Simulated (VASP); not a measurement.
# GaW (P-6m2) in VASP: single point with r2SCAN+U

Aim: the single point of GaW with r2SCAN+U.

Everything below comes from runs of VASP 6.6.1. Logs are shortened: lines on timing, memory, paths and dates and some standing lists are left out, and cuts for length are marked.

## 1. The cell of the first run

Symmetry: P-6m2, No. 187, hexagonal system. Conventional cell: a = 2.847 Å, b = 2.847 Å, c = 4.387 Å, α = 90.00°, β = 90.00°, γ = 120.00°. Within 3.6 Å of W (site symmetry -6m2) lie 6 Ga at 2.74 Å and 6 W at 2.85 Å. Within 3.6 Å of Ga (site symmetry -6m2) lie 6 W at 2.74 Å and 6 Ga at 2.85 Å.

## 2. Single point, r2SCAN+U

POSCAR

```
GaW
1.0
    1.4234730227      2.4655275986      0.0000000000
   -1.4234730227      2.4655275986      0.0000000000
    0.0000000000      0.0000000000      4.3873024075
W Ga
1 1
Direct
    0.0000000000      0.0000000000      0.0000000000
    0.6666666667      0.6666666667      0.5000000000
```

INCAR.step1

```
PREC = Accurate ; ENCUT = 520
ISMEAR = -1 ; SIGMA = 0.1
LREAL = F ; LASPH = T
NELM = 150 ; LMAXMIX = 4
LDAU = T ; LDAUTYPE = 2
LDAUL = 2 -1 ; LDAUU = 1.68 0
LDAUJ = 0 0 ; NBANDS = 20
GGA = PE ; ALGO = Normal
EDIFF = 1E-4 ; LWAVE = T
LCHARG = F
```

INCAR.step2

```
PREC = Accurate ; ENCUT = 520
EDIFF = 1E-6 ; ISMEAR = -1
SIGMA = 0.1 ; LREAL = F
LASPH = T ; NELM = 150
ALGO = Normal ; ISIF = 2
LWAVE = F ; LCHARG = F
LMAXMIX = 4 ; LDAU = T
LDAUTYPE = 2 ; LDAUL = 2 -1
LDAUU = 1.68 0 ; LDAUJ = 0 0
LDAUPRINT = 1 ; METAGGA = R2SCAN
LMIXTAU = T ; NBANDS = 20
ISTART = 1
```

KPOINTS

```
Automatic mesh
0
Gamma
  12 12 10
```

Potentials or basis: VASP PAW PBE potentials, release 64 (W_sv, Ga_d).

Command:

```
$ cat potpaw_PBE.64/W_sv/POTCAR potpaw_PBE.64/Ga_d/POTCAR > POTCAR
$ cp INCAR.step1 INCAR
$ mpirun -np 1 vasp_std > vasp.out
$ cp INCAR.step2 INCAR
$ mpirun -np 1 vasp_std > vasp.out
```

OUTCAR:

```text
PREC = Accurate
   ENCUT = 520
   EDIFF = 1E-6
   ISMEAR = -1
   LREAL = F
   LASPH = T
   NELM = 150
   ISIF = 2
   METAGGA = R2SCAN
   ISTART = 1

 ion  position               nearest neighbor table
   1  0.000  0.000  0.000-   2 2.74   2 2.74   2 2.74   2 2.74   2 2.74   2 2.74
   2  0.667  0.667  0.500-   1 2.74   1 2.74   1 2.74   1 2.74   1 2.74   1 2.74

  LATTYP: Found a hexagonal cell.
 ALAT       =     2.8469460455
 C/A-ratio  =     1.5410556918

  Lattice vectors:

 A1 = (   1.4234730227,  -2.4655275986,   0.0000000000)
 A2 = (   1.4234730227,   2.4655275986,   0.0000000000)
 A3 = (   0.0000000000,   0.0000000000,   4.3873024075)

Analysis of symmetry for initial positions (statically):
=====================================================================
 Subroutine PRICEL returns:
 Original cell was already a primitive cell.

 Routine SETGRP: Setting up the symmetry group for a
 hexagonal supercell.

 Subroutine GETGRP returns: Found 12 space group operations
 (whereof 12 operations were pure point group operations)
 out of a pool of 24 trial point group operations.

The static configuration has the point symmetry D_3h.

Analysis of symmetry for dynamics (positions and initial velocities):
=====================================================================
 Subroutine PRICEL returns:
 Original cell was already a primitive cell.

 Routine SETGRP: Setting up the symmetry group for a
 hexagonal supercell.

 Subroutine GETGRP returns: Found 12 space group operations
 (whereof 12 operations were pure point group operations)
 out of a pool of 24 trial point group operations.

The dynamic configuration has the point symmetry D_3h.

 Subroutine INISYM returns: Found 12 space group operations
 (whereof 12 operations are pure point group operations),
 and found     1 'primitive' translations

----------------------------------------------------------------------------------------

                                     Primitive cell

  volume of cell :      30.7955

  direct lattice vectors                    reciprocal lattice vectors
     1.423473023  2.465527599  0.000000000     0.351253583  0.202796351  0.000000000
    -1.423473023  2.465527599  0.000000000    -0.351253583  0.202796351  0.000000000
     0.000000000  0.000000000  4.387302408     0.000000000  0.000000000  0.227930493

  length of vectors
     2.846946045  2.846946045  4.387302408     0.405592702  0.405592702  0.227930493

  position of ions in fractional coordinates (direct lattice)
     0.000000000  0.000000000  0.000000000
     0.666666667  0.666666667  0.500000000

  ion indices of the primitive-cell ions
   primitive index   ion index
                 1           1
                 2           2

----------------------------------------------------------------------------------------

 KPOINTS: Automatic mesh

Automatic generation of k-mesh.
 Grid dimensions read from file:
 generate k-points for:   12   12   10

 Generating k-lattice:

  Cartesian coordinates                     Fractional coordinates (reciprocal lattice)
     0.029271132  0.016899696  0.000000000     0.083333333  0.000000000  0.000000000
    -0.029271132  0.016899696  0.000000000     0.000000000  0.083333333  0.000000000
     0.000000000  0.000000000  0.022793049     0.000000000  0.000000000  0.100000000

  Length of vectors
     0.033799392  0.033799392  0.022793049

  Shift w.r.t. Gamma in fractional coordinates (k-lattice)
     0.000000000  0.000000000  0.000000000

 Subroutine IBZKPT returns following result:
 ===========================================

 Found    114 irreducible k-points:

 Following reciprocal coordinates:
            Coordinates               Weight
  0.000000  0.000000  0.000000      1.000000
  0.083333  0.000000  0.000000      6.000000
  0.166667  0.000000  0.000000      6.000000
  0.250000  0.000000  0.000000      6.000000
  0.333333  0.000000  0.000000      6.000000
  0.416667  0.000000  0.000000      6.000000
[... 16 lines left out ...]
  0.250000  0.000000  0.100000     12.000000
  0.333333  0.000000  0.100000     12.000000
 [... further k-points ...]
   k-points           NKPTS =    114   k-points in BZ     NKDIM =    114   number of bands    NBANDS=     20
   number of dos      NEDOS =    301   number of ions     NIONS =      2
   total plane-waves  NPLWV =  20736
   dimension x,y,z NGX =    24 NGY =   24 NGZ =   36
   dimension x,y,z NGXF=    48 NGYF=   48 NGZF=   72
   ions per type =               1   1
   NGX,Y,Z   is equivalent  to a cutoff of  14.01, 14.01, 13.64 a.u.
   NGXF,Y,Z  is equivalent  to a cutoff of  28.03, 28.03, 27.28 a.u.
 SYSTEM =  unknown system
   PREC   = accura    normal or accurate (medium, high low for compatibility)
   ISTART =      1    job   : 0-new  1-cont  2-samecut
   ICHARG =      0    charge: 1-file 2-atom 10-const
   ISPIN  =      1    spin polarized calculation?
   LNONCOLLINEAR =      F non collinear calculations
   LSORBIT =      F    spin-orbit coupling
   LASPH  =      T    aspherical Exc in radial PAW
   ENCUT  =  520.0 eV  38.22 Ry    6.18 a.u.   5.29  5.29  8.16*2*pi/ulx,y,z
   NELM   =    150;   NELMIN=  2; NELMDL=  0     # of ELM steps
   EDIFF  = 0.1E-05   stopping-criterion for ELM
   LREAL  =      F    real-space projection
   EDIFFG = 0.1E-04   stopping-criterion for IOM
   NSW    =      0    number of steps for IOM
   IBRION =     -1    ionic relax: 0-MD 1-quasi-New 2-CG
   NFREE  =      0    steps in history (QN), initial steepest desc. (CG)
   ISIF   =      2    stress and relaxation
   ISYM   =      2    0-nonsym 1-usesym 2-fastsym
   POTIM  = 0.5000    time-step for ionic-motion
   TEBEG  =    0.0;   TEEND  =   0.0 temperature during run
   PSTRESS=    0.0 pullay stress
   NELECT =      27.0000    total number of electrons
   NUPDOWN=      -1.0000    fix difference up-down
   EMIN   =  10.00;   EMAX   =-10.00  energy-range for DOS
   EFERMI =   0.00;   METHOD = LEGACY
   ISMEAR =    -1;   SIGMA  =   0.10  broadening in eV -4-tet -1-fermi 0-gaus
   EFERMI_NEDOS =   21; number of points for ismear=-14 and -15
   IALGO  =     38    algorithm
   IMIX   =      4    mixing-type and parameters
     AMIX     =   0.40;   BMIX     =  1.00
     AMIX_MAG =   1.60;   BMIX_MAG =  1.00
  volume/ion in A,a.u.               =      15.40       103.91
  Fermi-wavevector in a.u.,A,eV,Ry     =   1.566873  2.960961 33.403551  2.455092
  Thomas-Fermi vector in A             =   2.669137
   LORBIT       =      0    0 simple, 1 ext, 2 COOP (PROOUT), +10 PAW based schemes
 LDA+U is selected, type is set to LDAUTYPE =  2
   angular momentum for each species LDAUL =     2   -1
   U (eV)           for each species LDAUU =   1.7  0.0
   J (eV)           for each species LDAUJ =   0.0  0.0
   METAGGA = R2SCAN    functional components
   LHFCALC =     F    Hartree Fock is set to
   AEXX    =    0.0000 exact exchange contribution
   IVDW    =     0    specifies the selected vdW correction
   LEPSILON=     F    determine dielectric tensor
   LRPA    =     F    only Hartree local field effects (RPA)
 non-spin polarized calculation
  energy-cutoff  :      520.00
  volume of cell :       30.80
 maximum number of plane-waves:       840
 NGX is ok and might be reduce to    24
   NGX = 11   NGY = 11   NGZ = 17

atom =   1  type =  1  l = 2

 onsite density matrix

spin component  1

  0.3636 -0.0000 -0.0000 -0.0000  0.0000
 -0.0000  0.2576 -0.0000  0.0000  0.0000
 -0.0000 -0.0000  0.4304  0.0000  0.0000
 -0.0000  0.0000  0.0000  0.2576  0.0000
  0.0000  0.0000  0.0000  0.0000  0.3636

spin component  2

  0.3636 -0.0000 -0.0000 -0.0000  0.0000
 -0.0000  0.2576 -0.0000  0.0000  0.0000
 -0.0000 -0.0000  0.4304  0.0000  0.0000
 -0.0000  0.0000  0.0000  0.2576  0.0000
  0.0000  0.0000  0.0000  0.0000  0.3636

 occupancies and eigenvectors

  o =  0.2576  v =  0.0000 -0.0000  0.0000 -1.0000  0.0000  0.0000  0.0000  0.0000  0.0000  0.0000      0.0000  0.0000  0.0000  0.0000  0.0000  0.0000  0.0000  0.0000  0.0000  0.0000
  o =  0.2576  v =  0.0000  0.0000  0.0000  0.0000  0.0000  0.0000 -0.0000  0.0000 -1.0000  0.0000      0.0000  0.0000  0.0000  0.0000  0.0000  0.0000  0.0000  0.0000  0.0000  0.0000
  o =  0.2576  v =  0.0000  1.0000 -0.0000 -0.0000  0.0000  0.0000  0.0000  0.0000  0.0000  0.0000      0.0000  0.0000  0.0000  0.0000  0.0000  0.0000  0.0000  0.0000  0.0000  0.0000
  o =  0.2576  v =  0.0000  0.0000  0.0000  0.0000  0.0000  0.0000  1.0000 -0.0000 -0.0000  0.0000      0.0000  0.0000  0.0000  0.0000  0.0000  0.0000  0.0000  0.0000  0.0000  0.0000
  o =  0.3636  v =  0.0000 -0.0000 -0.0000  0.0000  1.0000  0.0000  0.0000  0.0000  0.0000  0.0000      0.0000  0.0000  0.0000  0.0000  0.0000  0.0000  0.0000  0.0000  0.0000  0.0000
  o =  0.3636  v =  0.0000  0.0000  0.0000  0.0000  0.0000  0.0000 -0.0000 -0.0000  0.0000  1.0000      0.0000  0.0000  0.0000  0.0000  0.0000  0.0000  0.0000  0.0000  0.0000  0.0000
  o =  0.3636  v =  0.0000  0.0000  0.0000  0.0000  0.0000  1.0000  0.0000  0.0000  0.0000  0.0000      0.0000  0.0000  0.0000  0.0000  0.0000  0.0000  0.0000  0.0000  0.0000  0.0000
  o =  0.3636  v =  1.0000  0.0000  0.0000  0.0000  0.0000  0.0000  0.0000  0.0000  0.0000  0.0000      0.0000  0.0000  0.0000  0.0000  0.0000  0.0000  0.0000  0.0000  0.0000  0.0000
  o =  0.4304  v =  0.0000  0.0000  1.0000  0.0000  0.0000  0.0000  0.0000  0.0000  0.0000  0.0000      0.0000  0.0000  0.0000  0.0000  0.0000  0.0000  0.0000  0.0000  0.0000  0.0000
  o =  0.4304  v =  0.0000  0.0000  0.0000  0.0000  0.0000  0.0000  0.0000  1.0000  0.0000  0.0000      0.0000  0.0000  0.0000  0.0000  0.0000  0.0000  0.0000  0.0000  0.0000  0.0000

 number of electron      27.0000006 magnetization

 Free energy of the ion-electron system (eV)
  ---------------------------------------------------
  ext. energy  EPLUGINS =         0.00000000
  ---------------------------------------------------
  free energy    TOTEN  =       -60.64396449 eV

  energy without entropy =      -60.61241474  energy(sigma->0) =      -60.62818962

 E-fermi :   9.6921     XC(G=0): -14.3132

 val. band max:        9.6910019169   @ k =   0.5000   0.0000   0.5000
 cond. band min:       9.6963073270   @ k =   0.2500   0.0000   0.4000
 fundamental gap:      0.0053054101
 Fermi energy:         9.6921285819

 k-point     1 :       0.0000    0.0000    0.0000
  band No.  band energies     occupation
      1     -66.6420      2.00000
      2     -30.3935      2.00000
      3     -29.6387      2.00000
      4     -29.6387      2.00000
      5      -5.9932      2.00000
      6      -5.9638      2.00000
[... 12 lines left out ...]
     19      22.8274      0.00000
     20      22.8274      0.00000

 k-point     2 :       0.0833    0.0000    0.0000
  band No.  band energies     occupation
      1     -66.6365      2.00000
      2     -30.3839      2.00000
      3     -29.7058      2.00000
      4     -29.6540      2.00000
      5      -5.9850      2.00000
      6      -5.9633      2.00000
[... 12 lines left out ...]
     19      21.8660      0.00000
     20      23.1591      0.00000

 k-point     3 :       0.1667    0.0000    0.0000
  band No.  band energies     occupation
      1     -66.6217      2.00000
      2     -30.3574      2.00000
      3     -29.8860      2.00000
      4     -29.6954      2.00000
      5      -6.0123      2.00000
      6      -5.9161      2.00000
[... 12 lines left out ...]
     19      20.3217      0.00000
     20      23.6683      0.00000

 k-point     4 :       0.2500    0.0000    0.0000
  band No.  band energies     occupation
      1     -66.6013      2.00000
      2     -30.3209      2.00000
      3     -30.1259      2.00000
      4     -29.7516      2.00000
      5      -6.0576      2.00000
      6      -5.8510      2.00000
[... 429 lines left out ...]
 k-point    23 :       0.2500    0.0000    0.1000
  band No.  band energies     occupation
      1     -66.6013      2.00000
      2     -30.3218      2.00000
      3     -30.1258      2.00000
      4     -29.7516      2.00000
      5      -6.0571      2.00000
      6      -5.8560      2.00000
[... 12 lines left out ...]
     19      19.1018      0.00000
     20      22.5387      0.00000

 k-point    24 :       0.3333    0.0000    0.1000
  band No.  band energies     occupation
      1     -66.5809      2.00000
      2     -30.3590      2.00000
      3     -30.2850      2.00000
      4     -29.8071      2.00000
      5      -6.1037      2.00000
      6      -5.9052      2.00000
[... 12 lines left out ...]
     19      18.0093      0.00000
     20      21.7142      0.00000

 [... further k-points ...]

------------------------ aborting loop because EDIFF is reached ----------------------------------------

  FORCE on cell =-STRESS in cart. coord.  units (eV):
  Direction    XX          YY          ZZ          XY          YZ          ZX
  --------------------------------------------------------------------------------------
  -------------------------------------------------------------------------------------
  Total        0.4360352      0.4360352      0.2599753      0.0000000      0.0000000      0.0000000
  in kB       22.6853473     22.6853474     13.5255837      0.0000000      0.0000000      0.0000000
  external PRESSURE =      19.6320928 kB  Pullay stress =       0.0000000 kB

 VOLUME and BASIS-vectors are now :
 -----------------------------------------------------------------------------
  energy-cutoff  :      520.00
  volume of cell :       30.80
      direct lattice vectors                 reciprocal lattice vectors
     1.423473023  2.465527599  0.000000000     0.351253583  0.202796351  0.000000000
    -1.423473023  2.465527599  0.000000000    -0.351253583  0.202796351  0.000000000
     0.000000000  0.000000000  4.387302408     0.000000000  0.000000000  0.227930493

 POSITION                                       TOTAL-FORCE (eV/Angst)
 -----------------------------------------------------------------------------------
      0.00000      0.00000      0.00000        -0.000000     -0.000000      0.000000
      0.00000      3.28737      2.19365         0.000000      0.000000      0.000000
 -----------------------------------------------------------------------------------
    total drift:                                0.000000      0.000010      0.000000

  FREE ENERGIE OF THE ION-ELECTRON SYSTEM (eV)
  ---------------------------------------------------
  free  energy   TOTEN  =       -60.6439644857 eV

  energy  without entropy=      -60.6124147444  energy(sigma->0) =      -60.62818962
```

Run time: 2.6 min. Hardware: 1 thread of Intel Xeon Platinum 8488C (Sapphire Rapids), shared host; peak memory 0.21 GiB.

What came out:

| Quantity | Value |
| --- | --- |
| Free energy | -60.6440 eV |
| Pressure | 2.0 GPa |
| Band gap on the k mesh | zero (an odd number of electrons rules out a gap without spin polarisation) |

Stress tensor (GPa, compression positive):
```
2.27 0.00 0.00
0.00 2.27 0.00
0.00 0.00 1.35
```

Eigenvalues of the final occupation matrices:
```tsv
site	spin	trace	eigenvalues
site 1 d	1	1.67	0.26 0.26 0.36 0.36 0.43
site 1 d	2	1.67	0.26 0.26 0.36 0.36 0.43
```

Caveat: the PAW data sets were made with another functional, which shifts forces and pressure a little; spin-orbit coupling is left out, which moves the levels of the heavy elements; U without spin polarisation on a metal has little footing; the U is typed as a test and isn't derived for this compound.
